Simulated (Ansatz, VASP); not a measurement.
## CoSi in VASP and in Ansatz

INCAR

```
PREC = Accurate ; ENCUT = 600
EDIFF = 1E-6 ; ISMEAR = 0
SIGMA = 0.1 ; LREAL = F
LASPH = T ; NELM = 80
ALGO = Normal ; ISIF = 3
LWAVE = F ; LCHARG = F
GGA = PE ; IBRION = 2
NSW = 100 ; EDIFFG = -0.01
```

Contents of KPOINTS:

```
regular mesh
0
Gamma
  20 20 20
```

The input POSCAR:

```
CoSi
1.0
    0.0000000000      2.3304890702      2.3304890702
    2.3304890702      0.0000000000      2.3304890702
    2.3304890702      2.3304890702      0.0000000000
Co Si
1 1
Direct
    0.0000000000      0.0000000000      0.0000000000
    0.5000000000      0.5000000000      0.5000000000
```

Input for Ansatz:

```yaml
crystal:
  lattice:
    - [0.0, 2.3304890702, 2.3304890702]
    - [2.3304890702, 0.0, 2.3304890702]
    - [2.3304890702, 2.3304890702, 0.0]
  atoms:
    - { symbol: Co, position: [0.0, 0.0, 0.0] }
    - { symbol: Si, position: [0.5, 0.5, 0.5] }
basis:
  ecutwfc: 420
kpoints:
  mp_grid: { grid: [20, 20, 20] }
hamiltonian:
  xc: pbe
scf:
  occupations: { method: gaussian, width: 0.1 }
output:
  forces: true
  stress: true
  eigenvalues: true
  write_density: true
  write_potential: true
  elf: true
  volumetric_format: npy
relax:
  adjacent_minimum: "off"
  f_tol: 0.01
  max_steps: 80
  cell: { stress_tol: 0.05 }
```

Alike in both runs: task relaxation of cell and atoms; functional PBE; k mesh 20 × 20 × 20; occupations gaussian, width 0.1 eV; no spin polarisation.

|  | VASP | Ansatz |
| --- | --- | --- |
| version | VASP 6.6.1 | Ansatz 0.2.0 |
| potentials or method | VASP PAW PBE potentials, release 64 (Co, Si), cutoff 600 eV | scalar-relativistic, plane waves, PAW |
| valence electrons in the cell | 13 | 21 |

|  | VASP | Ansatz | Ansatz less VASP |
| --- | --- | --- | --- |
| gap on the k mesh at the Fermi level, each at its own relaxed structure (eV) | none | none | - |
| relaxed volume (Å³/atom) | 12.66 | 12.67 | +0.012 |
| relaxed cell length with the largest relative difference (Å) | 3.296 | 3.297 | +0.0010 |

A gap of «none» marks a metal or a gap that the smearing closes. VASP's potentials hold 13 valence electrons a cell and Ansatz's 21, so a difference there can come from the potentials and not from the codes.

Noted on VASP's run: the relaxation stopped at its first step, so nothing moved.
